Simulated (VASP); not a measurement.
A run of VASP 6.6.1 is set up as follows.

File INCAR:

```
ALGO = Normal ; EDIFF = 1E-6
ENCUT = 520 ; GGA = PE
ISIF = 2 ; ISMEAR = 0
ISPIN = 2 ; LASPH = T
LCHARG = T ; LELF = T
LMAXMIX = 4 ; LORBIT = 11
LREAL = F ; LVHAR = T
LWAVE = F ; MAGMOM = 3.5 0
NBANDS = 24 ; NELM = 150
PREC = Accurate ; SIGMA = 0.05
```

The input KPOINTS:

```
k-points
0
Gamma
  15 15 15
```

The input POSCAR:

```
MnHg
1.0
    3.3150005801      0.0000000000      0.0000000000
    0.0000000000      3.3150005801      0.0000000000
    0.0000000000      0.0000000000      3.3150005801
Mn Hg
1 1
Direct
    0.5000000000      0.5000000000      0.5000000000
    0.0000000000      0.0000000000      0.0000000000
```

Potentials or basis: VASP PAW PBE potentials, release 64 (Mn_pv, Hg).

Command:

```sh
$ cat potpaw_PBE.64/Mn_pv/POTCAR potpaw_PBE.64/Hg/POTCAR > POTCAR
$ mpirun -np 1 vasp_std > vasp.out
```

Q: What does it give for the site moments?

A: Mn +3.84; Hg -0.05 μB.

Q: Predict the pressure.

A: 1.1 GPa.

Q: Predict the net moment.

A: 3.94 μB per cell.
